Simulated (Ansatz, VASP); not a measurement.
**Two plane-wave programs on Ga**

The input INCAR:

```
PREC     = Accurate       # precision mode
ENCUT    = 520            # plane-wave cutoff, eV
EDIFF    = 1E-7           # SCF threshold, eV
ISMEAR   = -1             # smearing method
SIGMA    = 0.05           # smearing width, eV
LREAL    = F              # projectors in reciprocal space
LASPH    = T              # aspherical terms in the spheres
NELM     = 100            # most SCF steps
ALGO     = Normal         # electronic algorithm
ISIF     = 2              # what is computed and relaxed
LWAVE    = F              # write WAVECAR
LCHARG   = F              # write CHGCAR
GGA      = PS             # functional
NBANDS   = 20             # bands
```

The input KPOINTS:

```
Automatic mesh
0
Gamma
  11 11 6
```

File POSCAR:

```
Ga
1.0
    3.0031658500      0.0000000000      0.0000000000
   -1.5015829250      2.6008179178      0.0000000000
    0.0000000000      0.0000000000      4.8651286769
Ga
2
Direct
    0.1933333333      0.5966666667      0.1450000000
    0.8066666667      0.4033333333      0.8550000000
```

Input for Ansatz:

```yaml
crystal:
  lattice:
    - [3.00316585, 0.0, 0.0]
    - [-1.501582925, 2.6008179178, 0.0]
    - [0.0, 0.0, 4.8651286769]
  atoms:
    - { symbol: Ga, position: [0.1933333333, 0.5966666667, 0.145] }
    - { symbol: Ga, position: [0.8066666667, 0.4033333333, 0.855] }
kpoints:
  mp_grid: { grid: [11, 11, 6] }
scf:
  occupations: { method: fermi_dirac, width: 0.05 }
hamiltonian:
  xc: pbesol
  pseudopotentials: { kind: paw }
output:
  forces: true
  stress: true
  eigenvalues: true
  populations: true
```

Change from the starting cell: shortest bond scaled by 0.58, PAW files.

Alike in both runs: task single point; functional PBEsol; k mesh 11 × 11 × 6; occupations fermi-dirac, width 0.05 eV; no spin polarisation.

|  | VASP | Ansatz |
| --- | --- | --- |
| version | VASP 6.6.1 | Ansatz 0.2.0 |
| potentials or method | VASP PAW PBE potentials, release 64 (Ga_d) | PAW with Ansatz's default frozen-core files, scalar-relativistic |
| plane-wave cutoff (eV) | 520 | 420 |
| valence electrons in the cell | 26 | 26 |

```tsv
	VASP	Ansatz	Ansatz less VASP
pressure (GPa)	54.7	52.1	-2.62
traceless stress, the component that is largest in VASP (GPa)	59.24	56.22	-3.016
rms of the force components (eV/Å)	12.111	11.525	-0.5863
```

VASP's potentials were made for PBE, not for PBEsol. Atom by atom the forces differ by 0.587 eV/Å (rms over components). Both programs put the cell under a high pressure, so it lies far from rest at this level.
